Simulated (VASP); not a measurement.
# AlZn3 (Pm-3n) in VASP: notebook, part 2 of 2

VASP 6.6.1.

**3. Single point, PBE**

Contents of INCAR:

```
PREC = Accurate
ENCUT = 520
EDIFF = 1E-7
ISMEAR = 0
SIGMA = 0.2
LREAL = F
LASPH = T
NELM = 60
ALGO = Normal
ISIF = 2
LWAVE = F
LCHARG = F
GGA = PE
NBANDS = 49
```

Contents of KPOINTS:

```
regular mesh
0
Gamma
  4 4 4
```

Contents of POSCAR:

```
AlZn3
1.0
    5.0402626000      0.0000000000      0.0000000000
    0.0000000000      5.0402626000      0.0000000000
    0.0000000000      0.0000000000      5.0402626000
Al Zn
2 6
Direct
    0.0000000000      0.0000000000      0.0000000000
    0.5000000000      0.5000000000      0.5000000000
    0.2500000000      0.0000000000      0.5000000000
    0.5000000000      0.7500000000      0.0000000000
    0.7500000000      0.0000000000      0.5000000000
    0.5000000000      0.2500000000      0.0000000000
    0.0000000000      0.5000000000      0.7500000000
    0.0000000000      0.5000000000      0.2500000000
```

Potentials or basis: VASP PAW PBE potentials, release 64 (Al, Zn).

Started as:

```bash
cat potpaw_PBE.64/Al/POTCAR potpaw_PBE.64/Zn/POTCAR > POTCAR
mpirun -np 1 vasp_std > vasp.out
```

OUTCAR:

```text
PREC = Accurate
   ENCUT = 520
   EDIFF = 1E-7
   ISMEAR = 0
   LREAL = F
   LASPH = T
   NELM = 60
   ISIF = 2
   GGA = PE

 ion  position               nearest neighbor table
   1  0.000  0.000  0.000-   3 2.82   4 2.82   5 2.82   6 2.82   7 2.82   8 2.82   3 2.82   5 2.82
                             7 2.82   8 2.82   4 2.82   6 2.82
   2  0.500  0.500  0.500-   3 2.82   4 2.82   5 2.82   6 2.82   7 2.82   8 2.82   4 2.82   6 2.82
                             3 2.82   5 2.82   7 2.82   8 2.82
   3  0.250  0.000  0.500-   5 2.52   5 2.52   1 2.82   1 2.82   2 2.82   2 2.82
   4  0.500  0.750  0.000-   6 2.52   6 2.52   1 2.82   2 2.82   2 2.82   1 2.82
   5  0.750  0.000  0.500-   3 2.52   3 2.52   1 2.82   1 2.82   2 2.82   2 2.82
   6  0.500  0.250  0.000-   4 2.52   4 2.52   1 2.82   2 2.82   2 2.82   1 2.82
   7  0.000  0.500  0.750-   8 2.52   8 2.52   1 2.82   2 2.82   1 2.82   2 2.82
   8  0.000  0.500  0.250-   7 2.52   7 2.52   1 2.82   2 2.82   1 2.82   2 2.82

  LATTYP: Found a simple cubic cell.
 ALAT       =     5.0402626000

  Lattice vectors:

 A1 = (   5.0402626000,   0.0000000000,   0.0000000000)
 A2 = (   0.0000000000,   5.0402626000,   0.0000000000)
 A3 = (   0.0000000000,   0.0000000000,   5.0402626000)

Analysis of symmetry for initial positions (statically):
=====================================================================
 Subroutine PRICEL returns:
 Original cell was already a primitive cell.

 Routine SETGRP: Setting up the symmetry group for a
 simple cubic supercell.

 Subroutine GETGRP returns: Found 48 space group operations
 (whereof 24 operations were pure point group operations)
 out of a pool of 48 trial point group operations.

The static configuration has the point symmetry T_h .
 The point group associated with its full space group is O_h .

Analysis of symmetry for dynamics (positions and initial velocities):
=====================================================================
 Subroutine PRICEL returns:
[... 132 lines left out ...]
   GGA     = PE    functional components
   LHFCALC =     F    Hartree Fock is set to
   AEXX    =    0.0000 exact exchange contribution
   IVDW    =     0    specifies the selected vdW correction
   LEPSILON=     F    determine dielectric tensor
   LRPA    =     F    only Hartree local field effects (RPA)
 non-spin polarized calculation
 Gauss-broadening in eV      SIGMA  =   0.20
  energy-cutoff  :      520.00
  volume of cell :      128.04
 maximum number of plane-waves:      3468
 NGX is ok and might be reduce to    40
   NGX = 19   NGY = 19   NGZ = 19

 number of electron      78.0000141 magnetization

 Free energy of the ion-electron system (eV)
  ---------------------------------------------------
  ext. energy  EPLUGINS =         0.00000000
  ---------------------------------------------------
  free energy    TOTEN  =       -13.45011607 eV

  energy without entropy =      -13.40536778  energy(sigma->0) =      -13.42774192

 E-fermi :   4.1973     XC(G=0): -11.0462

 val. band max:        4.1427362213   @ k =   0.2500   0.2500   0.0000
 cond. band min:       4.2531537583   @ k =   0.5000   0.5000   0.0000
 fundamental gap:      0.1104175369
 Fermi energy:         4.1973189549

 k-point     1 :       0.0000    0.0000    0.0000
  band No.  band energies     occupation
      1      -6.2037      2.00000
      2      -4.0841      2.00000
      3      -4.0841      2.00000
      4      -3.9222      2.00000
      5      -3.9216      2.00000
      6      -3.8324      2.00000
[... 509 lines left out ...]
     48       9.8636      0.00000
     49      10.7007      0.00000

------------------------ aborting loop because EDIFF is reached ----------------------------------------

  FORCE on cell =-STRESS in cart. coord.  units (eV):
  Direction    XX          YY          ZZ          XY          YZ          ZX
  --------------------------------------------------------------------------------------
  -------------------------------------------------------------------------------------
  Total        0.1180755      0.1180755      0.1180755     -0.0000000     -0.0000000      0.0000000
  in kB        1.4774435      1.4774435      1.4774435     -0.0000000     -0.0000000      0.0000000
  external PRESSURE =       1.4774435 kB  Pullay stress =       0.0000000 kB

 VOLUME and BASIS-vectors are now :
 -----------------------------------------------------------------------------
  energy-cutoff  :      520.00
  volume of cell :      128.04
      direct lattice vectors                 reciprocal lattice vectors
     5.040262600  0.000000000  0.000000000     0.198402361  0.000000000  0.000000000
     0.000000000  5.040262600  0.000000000     0.000000000  0.198402361  0.000000000
     0.000000000  0.000000000  5.040262600     0.000000000  0.000000000  0.198402361

 POSITION                                       TOTAL-FORCE (eV/Angst)
 -----------------------------------------------------------------------------------
      0.00000      0.00000      0.00000         0.000000      0.000000     -0.000000
      2.52013      2.52013      2.52013         0.000000      0.000000     -0.000000
      1.26007      0.00000      2.52013         0.000000     -0.000000      0.000000
      2.52013      3.78020      0.00000        -0.000000      0.000000     -0.000000
      3.78020      0.00000      2.52013        -0.000000     -0.000000     -0.000000
      2.52013      1.26007      0.00000         0.000000     -0.000000      0.000000
      0.00000      2.52013      3.78020         0.000000      0.000000      0.000000
      0.00000      2.52013      1.26007         0.000000     -0.000000     -0.000000
 -----------------------------------------------------------------------------------
    total drift:                               -0.000000     -0.000000      0.000000

  FREE ENERGIE OF THE ION-ELECTRON SYSTEM (eV)
  ---------------------------------------------------
  free  energy   TOTEN  =       -13.4501160675 eV

  energy  without entropy=      -13.4053677770  energy(sigma->0) =      -13.42774192
```

stdout:

```text
POSCAR found type information on POSCAR AlZn
 POSCAR found :  2 types and       8 ions
 scaLAPACK will be used
 LDA part: xc-table for (Slater+PW92), standard interpolation
 POSCAR, INCAR and KPOINTS ok, starting setup
 FFT: planning ... GRIDC
 FFT: planning ... GRID_SOFT
 FFT: planning ... GRID
 WAVECAR not read
 entering main loop
```

Wall time 34 s (1 thread of Intel Xeon 6975P-C (Granite Rapids), shared host); peak memory 0.25 GiB.

What came out:

```yaml
Free_energy: -13.4501 eV
Pressure: 0.1 GPa
Band_gap_on_the_k_mesh: zero (band 39 reaches 9.85 eV, above the bottom of band 40 at 2.28 eV)
```
